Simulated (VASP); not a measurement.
A run of VASP 6.6.1 is set up as follows.

The input INCAR:

```
SYSTEM = ZnSn2O8
PREC = Accurate ; ENCUT = 520
EDIFF = 1E-6 ; ISMEAR = 0
SIGMA = 0.02 ; LREAL = .False.
LASPH = .True. ; NELM = 80
ALGO = Normal ; ISIF = 2
LWAVE = .False. ; LCHARG = .False.
GGA = PE ; NBANDS = 55
```

File KPOINTS:

```
regular mesh
0
Gamma
  3 3 3
  0 0 0
```

Contents of POSCAR:

```
ZnSn2O8
1.0
    0.0000000000      4.8271903452     -3.2381522545
    0.0000000000     -4.8271903452     -3.2381522545
   -4.8271903452      0.0000000000      3.2381522545
Zn Sn O
1 2 8
Direct
    0.2500000000      0.7500000000      0.5000000000
    0.0025771702      0.0025771702      0.0000000000
    0.4974228298      0.4974228298      0.0000000000
    0.5615190701      0.7500000000      0.8115190701
    0.0520490396      0.2500000000      0.8020490396
    0.9384809299      0.7500000000      0.1884809299
    0.4479509604      0.2500000000      0.1979509604
    0.4673085299      0.1624253790      0.6951168491
    0.0326914701      0.7278083192      0.6951168491
    0.4673085299      0.7721916808      0.3048831509
    0.0326914701      0.3375746210      0.3048831509
```

Potentials or basis: VASP PAW PBE potentials, release 64 (Zn, Sn_d, O).

Command:

```console
$ cat potpaw_PBE.64/Zn/POTCAR potpaw_PBE.64/Sn_d/POTCAR potpaw_PBE.64/O/POTCAR > POTCAR
$ mpirun -np 1 vasp_std > vasp.out
```

Q: What does it give for the pressure?

A: -1.8 GPa.

Q: What does it give for the largest force?

A: 0.086 eV/Å.

Q: What does it give for the band gap on the k mesh?

A: Zero (bands 44 and 45 overlap by 0.24 eV).

Stress tensor (GPa, compression positive):
```
-1.94 -0.46  0.00
-0.46 -1.94  0.00
 0.00  0.00 -1.55
```

Caveat: the k points lie up to 0.45 Å⁻¹ apart; the cell differs from its parent crystal (atoms taken out, then relaxed in part); spin-orbit coupling is left out, which moves the levels of the heavy elements.
